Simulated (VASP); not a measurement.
# CaF (Fm-3m) in VASP: a series of runs

The runs below take CaF through single point, relaxation of cell and atoms, with PBE.

Everything below comes from runs of VASP 6.6.1. Logs are shortened: lines on timing, memory, paths and dates and some standing lists are left out, and cuts for length are marked.

## (1) The cell of the first run

It takes space group Fm-3m (No. 225, cubic). Conventional cell: a = 5.049 Å, b = 5.049 Å, c = 5.049 Å, α = 90.00°, β = 90.00°, γ = 90.00°. Within 3.3 Å of Ca (site symmetry m-3m) lie 6 F at 2.52 Å. Within 3.3 Å of F (site symmetry m-3m) lie 6 Ca at 2.52 Å.

The cell was built from a structure type or drawn by symmetry, and may not be a known phase.

## (2) Single point, PBE

Input file INCAR:

```
  PREC = Accurate
  ENCUT = 600
  EDIFF = 1E-6
  ISMEAR = 0
  SIGMA = 0.1
  LREAL = F
  LASPH = T
  NELM = 120
  ALGO = Normal
  ISIF = 2
  LWAVE = F
  LCHARG = F
  GGA = PE
  NBANDS = 16
  GGA_COMPAT = F
```

Input file KPOINTS:

```
Automatic mesh
0
Gamma
  6 6 6
```

Input file POSCAR:

```
CaF
1.0
    0.0000000000      2.5245235500      2.5245235500
    2.5245235500      0.0000000000      2.5245235500
    2.5245235500      2.5245235500      0.0000000000
Ca F
1 1
Direct
    0.0000000000      0.0000000000      0.0000000000
    0.5000000000      0.5000000000      0.5000000000
```

Potentials or basis: VASP PAW PBE potentials, release 64 (Ca_sv, F).

Command:

```
cat potpaw_PBE.64/Ca_sv/POTCAR potpaw_PBE.64/F/POTCAR > POTCAR
mpirun -np 1 vasp_std > vasp.out
```

OUTCAR:

```text
PREC = Accurate
   ENCUT = 600
   EDIFF = 1E-6
   ISMEAR = 0
   LREAL = F
   LASPH = T
   NELM = 120
   ISIF = 2
   GGA = PE

 ion  position               nearest neighbor table
   1  0.000  0.000  0.000-   2 2.52   2 2.52   2 2.52   2 2.52   2 2.52   2 2.52
   2  0.500  0.500  0.500-   1 2.52   1 2.52   1 2.52   1 2.52   1 2.52   1 2.52

  LATTYP: Found a face centered cubic cell.
 ALAT       =     5.0490471000

  Lattice vectors:

 A1 = (   0.0000000000,   2.5245235500,   2.5245235500)
 A2 = (   2.5245235500,   0.0000000000,   2.5245235500)
 A3 = (   2.5245235500,   2.5245235500,   0.0000000000)

Analysis of symmetry for initial positions (statically):
=====================================================================
 Subroutine PRICEL returns:
 Original cell was already a primitive cell.

 Routine SETGRP: Setting up the symmetry group for a
 face centered cubic supercell.

 Subroutine GETGRP returns: Found 48 space group operations
 (whereof 48 operations were pure point group operations)
 out of a pool of 48 trial point group operations.

The static configuration has the point symmetry O_h .

Analysis of symmetry for dynamics (positions and initial velocities):
=====================================================================
 Subroutine PRICEL returns:
 Original cell was already a primitive cell.

 Routine SETGRP: Setting up the symmetry group for a
 face centered cubic supercell.

 Subroutine GETGRP returns: Found 48 space group operations
 (whereof 48 operations were pure point group operations)
 out of a pool of 48 trial point group operations.

The dynamic configuration has the point symmetry O_h .

 Subroutine INISYM returns: Found 48 space group operations
 (whereof 48 operations are pure point group operations),
 and found     1 'primitive' translations

----------------------------------------------------------------------------------------

                                     Primitive cell

  volume of cell :      32.1787

  direct lattice vectors                    reciprocal lattice vectors
     0.000000000  2.524523550  2.524523550    -0.198057174  0.198057174  0.198057174
     2.524523550  0.000000000  2.524523550     0.198057174 -0.198057174  0.198057174
     2.524523550  2.524523550  0.000000000     0.198057174  0.198057174 -0.198057174

  length of vectors
     3.570215443  3.570215443  3.570215443     0.343045088  0.343045088  0.343045088

  position of ions in fractional coordinates (direct lattice)
     0.000000000  0.000000000  0.000000000
     0.500000000  0.500000000  0.500000000

  ion indices of the primitive-cell ions
   primitive index   ion index
                 1           1
                 2           2

----------------------------------------------------------------------------------------

 KPOINTS: Automatic mesh

Automatic generation of k-mesh.
 Grid dimensions read from file:
 generate k-points for:    6    6    6

 Generating k-lattice:

  Cartesian coordinates                     Fractional coordinates (reciprocal lattice)
    -0.033009529  0.033009529  0.033009529     0.166666667  0.000000000  0.000000000
     0.033009529 -0.033009529  0.033009529     0.000000000  0.166666667  0.000000000
     0.033009529  0.033009529 -0.033009529     0.000000000  0.000000000  0.166666667

  Length of vectors
     0.057174181  0.057174181  0.057174181

  Shift w.r.t. Gamma in fractional coordinates (k-lattice)
     0.000000000  0.000000000  0.000000000

 Subroutine IBZKPT returns following result:
 ===========================================

 Found     16 irreducible k-points:

 Following reciprocal coordinates:
            Coordinates               Weight
  0.000000  0.000000  0.000000      1.000000
  0.166667  0.000000  0.000000      8.000000
  0.333333  0.000000  0.000000      8.000000
  0.500000  0.000000  0.000000      4.000000
  0.166667  0.166667  0.000000      6.000000
  0.333333  0.166667  0.000000     24.000000
[... 8 lines left out ...]
 -0.333333  0.333333  0.166667     24.000000
 -0.333333  0.500000  0.166667     12.000000
   k-points           NKPTS =     16   k-points in BZ     NKDIM =     16   number of bands    NBANDS=     16
   number of dos      NEDOS =    301   number of ions     NIONS =      2
   total plane-waves  NPLWV =  27000
   dimension x,y,z NGX =    30 NGY =   30 NGZ =   30
   dimension x,y,z NGXF=    60 NGYF=   60 NGZF=   60
   ions per type =               1   1
   NGX,Y,Z   is equivalent  to a cutoff of  13.97, 13.97, 13.97 a.u.
   NGXF,Y,Z  is equivalent  to a cutoff of  27.94, 27.94, 27.94 a.u.
 SYSTEM =  unknown system
   PREC   = accura    normal or accurate (medium, high low for compatibility)
   ISTART =      0    job   : 0-new  1-cont  2-samecut
   ICHARG =      2    charge: 1-file 2-atom 10-const
   ISPIN  =      1    spin polarized calculation?
   LNONCOLLINEAR =      F non collinear calculations
   LSORBIT =      F    spin-orbit coupling
   LASPH  =      T    aspherical Exc in radial PAW
   ENCUT  =  600.0 eV  44.10 Ry    6.64 a.u.   7.13  7.13  7.13*2*pi/ulx,y,z
   NELM   =    120;   NELMIN=  2; NELMDL= -5     # of ELM steps
   EDIFF  = 0.1E-05   stopping-criterion for ELM
   LREAL  =      F    real-space projection
   EDIFFG = 0.1E-04   stopping-criterion for IOM
   NSW    =      0    number of steps for IOM
   IBRION =     -1    ionic relax: 0-MD 1-quasi-New 2-CG
   NFREE  =      0    steps in history (QN), initial steepest desc. (CG)
   ISIF   =      2    stress and relaxation
   ISYM   =      2    0-nonsym 1-usesym 2-fastsym
   POTIM  = 0.5000    time-step for ionic-motion
   TEBEG  =    0.0;   TEEND  =   0.0 temperature during run
   PSTRESS=    0.0 pullay stress
   NELECT =      17.0000    total number of electrons
   NUPDOWN=      -1.0000    fix difference up-down
   EMIN   =  10.00;   EMAX   =-10.00  energy-range for DOS
   EFERMI =   0.00;   METHOD = LEGACY
   ISMEAR =     0;   SIGMA  =   0.10  broadening in eV -4-tet -1-fermi 0-gaus
   EFERMI_NEDOS =   21; number of points for ismear=-14 and -15
   IALGO  =     38    algorithm
   IMIX   =      4    mixing-type and parameters
     AMIX     =   0.40;   BMIX     =  1.00
     AMIX_MAG =   1.60;   BMIX_MAG =  1.00
  volume/ion in A,a.u.               =      16.09       108.58
[... 49 lines left out ...]
      2     -20.7227      2.00000
      3     -17.2480      2.00000
      4     -17.2480      2.00000
      5     -17.2254      2.00000
      6      -2.2351      2.00000
[... 8 lines left out ...]
     15      15.8570      0.00000
     16      20.0451      0.00000

 k-point     3 :       0.3333    0.0000    0.0000
  band No.  band energies     occupation
      1     -36.3233      2.00000
      2     -20.8353      2.00000
      3     -17.2661      2.00000
      4     -17.2661      2.00000
      5     -17.2008      2.00000
      6      -2.8253      2.00000
[... 8 lines left out ...]
     15      14.6587      0.00000
     16      18.1749      0.00000

 k-point     4 :       0.5000    0.0000    0.0000
  band No.  band energies     occupation
      1     -36.3087      2.00000
      2     -20.8905      2.00000
      3     -17.2750      2.00000
      4     -17.2750      2.00000
      5     -17.1896      2.00000
      6      -3.0775      2.00000
[... 8 lines left out ...]
     15      13.0672      0.00000
     16      16.8298      0.00000

 k-point     5 :       0.1667    0.1667    0.0000
  band No.  band energies     occupation
      1     -36.3477      2.00000
      2     -20.7200      2.00000
      3     -17.2754      2.00000
      4     -17.2754      2.00000
      5     -17.2128      2.00000
      6      -2.3868      2.00000
[... 8 lines left out ...]
     15      16.2885      0.00000
     16      19.6314      0.00000

 k-point     6 :       0.3333    0.1667    0.0000
  band No.  band energies     occupation
      1     -36.3239      2.00000
      2     -20.7720      2.00000
      3     -17.3027      2.00000
      4     -17.3008      2.00000
      5     -17.2494      2.00000
      6      -2.6851      2.00000
[... 8 lines left out ...]
     15      15.6242      0.00000
     16      17.7095      0.00000

 k-point     7 :       0.5000    0.1667    0.0000
  band No.  band energies     occupation
      1     -36.3046      2.00000
      2     -20.8251      2.00000
      3     -17.3512      2.00000
      4     -17.3028      2.00000
      5     -17.2480      2.00000
      6      -2.8640      2.00000
[... 8 lines left out ...]
     15      13.0990      0.00000
     16      16.1591      0.00000

 k-point     8 :      -0.3333    0.1667    0.0000
  band No.  band energies     occupation
      1     -36.3093      2.00000
      2     -20.8268      2.00000
      3     -17.3705      2.00000
      4     -17.2757      2.00000
      5     -17.2147      2.00000
      6      -2.8641      2.00000
[... 8 lines left out ...]
     15      13.7701      0.00000
     16      15.6870      0.00000

 k-point     9 :      -0.1667    0.1667    0.0000
  band No.  band energies     occupation
      1     -36.3332      2.00000
      2     -20.7763      2.00000
      3     -17.3177      2.00000
      4     -17.2482      2.00000
      5     -17.2036      2.00000
      6      -2.5991      2.00000
[... 8 lines left out ...]
     15      16.0583      0.00000
     16      17.0512      0.00000

 k-point    10 :       0.3333    0.3333    0.0000
  band No.  band energies     occupation
      1     -36.3105      2.00000
      2     -20.6990      2.00000
      3     -17.4018      2.00000
      4     -17.3483      2.00000
      5     -17.3483      2.00000
      6      -2.6385      2.00000
[... 8 lines left out ...]
     15      15.6813      0.00000
     16      17.0884      0.00000

 k-point    11 :       0.5000    0.3333    0.0000
  band No.  band energies     occupation
      1     -36.2965      2.00000
      2     -20.6873      2.00000
      3     -17.5280      2.00000
      4     -17.3577      2.00000
      5     -17.3423      2.00000
      6      -2.5324      2.00000
[... 8 lines left out ...]
     15      13.4612      0.00000
     16      15.3868      0.00000

 k-point    12 :      -0.3333    0.3333    0.0000
  band No.  band energies     occupation
      1     -36.2959      2.00000
      2     -20.7519      2.00000
      3     -17.5102      2.00000
      4     -17.3216      2.00000
      5     -17.2782      2.00000
      6      -2.6258      2.00000
[... 8 lines left out ...]
     15      13.2441      0.00000
     16      13.6329      0.00000

 k-point    13 :       0.5000    0.5000    0.0000
  band No.  band energies     occupation
      1     -36.2924      2.00000
      2     -20.6142      2.00000
      3     -17.6226      2.00000
      4     -17.3849      2.00000
      5     -17.3849      2.00000
      6      -2.4739      2.00000
[... 8 lines left out ...]
     15      13.1084      0.00000
     16      16.0621      0.00000

 k-point    14 :       0.5000    0.3333    0.1667
  band No.  band energies     occupation
      1     -36.3052      2.00000
      2     -20.7599      2.00000
      3     -17.4025      2.00000
      4     -17.3728      2.00000
      5     -17.2477      2.00000
      6      -2.6946      2.00000
[... 8 lines left out ...]
     15      14.3515      0.00000
     16      15.1159      0.00000

 k-point    15 :      -0.3333    0.3333    0.1667
  band No.  band energies     occupation
      1     -36.2959      2.00000
      2     -20.7520      2.00000
      3     -17.4482      2.00000
      4     -17.4325      2.00000
      5     -17.2292      2.00000
      6      -2.6275      2.00000
[... 8 lines left out ...]
     15      12.5489      0.00000
     16      14.4521      0.00000

 k-point    16 :      -0.3333    0.5000    0.1667
  band No.  band energies     occupation
      1     -36.2918      2.00000
      2     -20.6807      2.00000
      3     -17.5637      2.00000
      4     -17.4448      2.00000
      5     -17.2656      2.00000
      6      -2.4053      2.00000
[... 8 lines left out ...]
     15      12.7844      0.00000
     16      14.4068      0.00000

------------------------ aborting loop because EDIFF is reached ----------------------------------------

  FORCE on cell =-STRESS in cart. coord.  units (eV):
  Direction    XX          YY          ZZ          XY          YZ          ZX
  --------------------------------------------------------------------------------------
  -------------------------------------------------------------------------------------
  Total        1.5165315      1.5165315      1.5165315      0.0000000     -0.0000000      0.0000000
  in kB       75.5081330     75.5081330     75.5081330      0.0000000     -0.0000000      0.0000000
  external PRESSURE =      75.5081330 kB  Pullay stress =       0.0000000 kB

 VOLUME and BASIS-vectors are now :
 -----------------------------------------------------------------------------
  energy-cutoff  :      600.00
  volume of cell :       32.18
      direct lattice vectors                 reciprocal lattice vectors
     0.000000000  2.524523550  2.524523550    -0.198057174  0.198057174  0.198057174
     2.524523550  0.000000000  2.524523550     0.198057174 -0.198057174  0.198057174
     2.524523550  2.524523550  0.000000000     0.198057174  0.198057174 -0.198057174

 POSITION                                       TOTAL-FORCE (eV/Angst)
 -----------------------------------------------------------------------------------
      0.00000      0.00000      0.00000         0.000000      0.000000     -0.000000
      2.52452      2.52452      2.52452        -0.000000     -0.000000      0.000000
 -----------------------------------------------------------------------------------
    total drift:                                0.000000      0.000000      0.000000

  FREE ENERGIE OF THE ION-ELECTRON SYSTEM (eV)
  ---------------------------------------------------
  free  energy   TOTEN  =        -8.2663970014 eV

  energy  without entropy=       -8.2618704450  energy(sigma->0) =       -8.26413372
```

Run time: 9.1 s. Hardware: 1 thread of Intel Xeon Platinum 8375C at 2.90GHz (Ice Lake), shared host; peak memory 0.17 GiB.

Results:

```
Free energy            : -8.2664 eV
Pressure               : 7.6 GPa
Band gap on the k mesh : zero (an odd number of electrons rules out a gap without spin polarisation)
```

Caveat: the cell stands under pressure; an odd number of electrons without spin polarisation forces a metal; a magnetic or distorted state may lie lower.

## (3) Single point, PBE

This run uses another cell than the first one, of 18.41 Å³/atom.

Input file INCAR:

```
SYSTEM = CaF
PREC = Accurate
ENCUT = 600
EDIFF = 1E-6
ISMEAR = 0
SIGMA = 0.1
LREAL = .FALSE.
LASPH = .TRUE.
NELM = 120
ALGO = Normal
ISIF = 2
LWAVE = .FALSE.
LCHARG = .TRUE.
GGA = PE
LELF = .TRUE.
LVHAR = .TRUE.
NBANDS = 16
GGA_COMPAT = .FALSE.
```

Input file KPOINTS:

```
Automatic mesh
0
G
  6 6 6
  0 0 0
```

Input file POSCAR:

```
CaF
1.0
    0.0000000000      2.6405748037      2.6405748037
    2.6405748037      0.0000000000      2.6405748037
    2.6405748037      2.6405748037      0.0000000000
Ca F
1 1
Direct
    0.0000000000      0.0000000000      0.0000000000
    0.5000000000      0.5000000000      0.5000000000
```

Potentials or basis: VASP PAW PBE potentials, release 64 (Ca_sv, F).

Command:

```
cat potpaw_PBE.64/Ca_sv/POTCAR potpaw_PBE.64/F/POTCAR > POTCAR
mpirun -np 1 vasp_std > vasp.out
```

Wall time 9.8 s (1 thread of Intel Xeon Platinum 8375C at 2.90GHz (Ice Lake), shared host); peak memory 0.17 GiB.

Results (log left out):

| Item | Value |
| --- | --- |
| Free energy | -8.3722 eV |
| Pressure | 0.2 GPa |
| Band gap on the k mesh | zero (an odd number of electrons rules out a gap without spin polarisation) |

Levels at points of the mesh, in eV from the Fermi level:
| k point | band 5 | band 6 | band 7 | band 8 | band 9 | band 10 | band 11 | band 12 | band 13 | band 14 |
| --- | --- | --- | --- | --- | --- | --- | --- | --- | --- | --- |
| (0.00, 0.00, 0.00) | -23.66 | -7.48 | -7.48 | -7.48 | -2.85 | 1.30 | 1.30 | 1.30 | 2.51 | 2.51 |
| (0.50, 0.00, 0.00) | -23.60 | -8.51 | -7.84 | -7.84 | 0.21 | 1.38 | 2.42 | 2.42 | 3.86 | 3.86 |
| (0.50, 0.50, 0.00) | -23.75 | -8.07 | -7.66 | -7.66 | -0.78 | 1.23 | 2.81 | 3.35 | 3.70 | 3.70 |

Caveat: an odd number of electrons without spin polarisation forces a metal; a magnetic or distorted state may lie lower.

## (4) Relaxation of cell and atoms, PBE

Input file INCAR:

```
  PREC = Accurate
  ENCUT = 600
  EDIFF = 1E-7
  ISMEAR = 0
  SIGMA = 0.1
  LREAL = False
  LASPH = True
  NELM = 120
  ALGO = Normal
  ISIF = 3
  LWAVE = False
  LCHARG = False
  GGA = PE
  IBRION = 2
  NSW = 90
  EDIFFG = -0.04
  GGA_COMPAT = False
  NELMIN = 4
```

Input file KPOINTS:

```
regular mesh
0
Gamma
  6 6 6
```

Input file POSCAR:

```
CaF
1.0
    0.0000000000      2.5245235500      2.5245235500
    2.5245235500      0.0000000000      2.5245235500
    2.5245235500      2.5245235500      0.0000000000
Ca F
1 1
Direct
    0.0000000000      0.0000000000      0.0000000000
    0.5000000000      0.5000000000      0.5000000000
```

Command:

```
cat potpaw_PBE.64/Ca_sv/POTCAR potpaw_PBE.64/F/POTCAR > POTCAR
mpirun -np 1 vasp_std > vasp.out
```

Wall time 30 s (1 thread of Intel Xeon Platinum 8375C at 2.90GHz (Ice Lake), shared host); peak memory 0.18 GiB.

The run converged. Its results:

| Property | Result |
| --- | --- |
| Free energy | -8.3661 eV |
| Relaxed volume | 18.54 Å³/atom |
| Relaxed cell | a = 3.743 Å, b = 3.743 Å, c = 3.743 Å, α = 60.00°, β = 60.00°, γ = 60.00° |
| Space group after relaxing (to 0.1 Å) | Fm-3m (No. 225) |
| Energy gained by relaxing | 49.9 meV/atom |
| Ionic steps | 4 |
| Pressure after relaxing | 0.0 GPa |
| Band gap on the k mesh | zero (an odd number of electrons rules out a gap without spin polarisation) |

Step by step:
```
step  energy change (eV)  largest force (eV/Å)  pressure (GPa)  volume (Å³)
   1              0.0000                0.0000            7.55        32.18
   2             -0.0946                0.0000            1.42        35.84
   3             -0.0990                0.0000           -0.50        37.53
   4             -0.0997                0.0000           -0.03        37.07
```

Final structure:
```
Ca F
1.0
     0.00000    2.64653    2.64653
     2.64653    0.00000    2.64653
     2.64653    2.64653    0.00000
Ca F
1 1
Direct
  0.00000 0.00000 0.00000
  0.50000 0.50000 0.50000
```

Levels at points of the mesh, in eV from the Fermi level:
```tsv
k point	band 7	band 8	band 9	band 10	band 11	band 12
(0.00, 0.00, 0.00)	-7.44	-7.44	-2.85	1.30	1.30	1.30
(0.50, 0.00, 0.00)	-7.80	-7.80	0.22	1.36	2.41	2.41
(0.50, 0.50, 0.00)	-7.62	-7.62	-0.76	1.22	2.79	3.34
```

Caveat: the volume moved by over 15 % at a fixed basis, so the end points are rough; an odd number of electrons without spin polarisation forces a metal; a magnetic or distorted state may lie lower.

## (5) Summary

| task | cell | gap on the mesh (eV) | pressure (GPa) |
| --- | --- | --- | --- |
| single point | a = 3.570 Å, angles 60.0°, 2 atoms | none | 7.6 |
| single point | a = 3.734 Å, angles 60.0°, 2 atoms | none | 0.2 |
| relaxation of cell and atoms | relaxed from a = 3.570 Å, angles 60.0°, 2 atoms | none | 0.0 |

Alike in all rows: level PBE; potentials or basis VASP PAW PBE potentials, release 64 (Ca_sv, F); no spin polarisation; k mesh 6 × 6 × 6; cutoff (eV) 600; smearing gaussian 0.1 eV.

Caveats: an odd number of electrons without spin polarisation forces a metal; a magnetic or distorted state may lie lower; the cell stands under pressure (at least some runs); the volume moved by over 15 % at a fixed basis, so the end points are rough (at least some runs).

Total energies depend on the potentials used, so only differences within one code and one set of settings carry meaning.
